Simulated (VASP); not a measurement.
The system is NaI.

```
CELL_PARAMETERS angstrom
0.00000 3.22972 3.22972
3.22972 0.00000 3.22972
3.22972 3.22972 0.00000
ATOMIC_POSITIONS crystal
Na 0.00000 0.00000 0.00000
I 0.50000 0.50000 0.50000
```

Program: VASP 6.6.1. Alike in all runs: task single point; potentials or basis VASP PAW PBE potentials, release 64 (Na_pv, I); no spin polarisation; cell as given; k mesh 4 × 4 × 4; cutoff (eV) 520; smearing gaussian 0.01 eV. Hardware: 1 thread of Intel(R) Xeon(R) Platinum 8259CL CPU @ 2.50GHz (Skylake/Cascade Lake), with other jobs on the host.

Q: Order these runs on this cell by their wall time, lowest first.
A. level r2SCAN
B. level PBE0; grid for exact exchange (PRECFOCK) Normal
C. level PBE

A: C (9 s), A (37 s), B (410 s).

Caveats: all runs use coarse meshes.
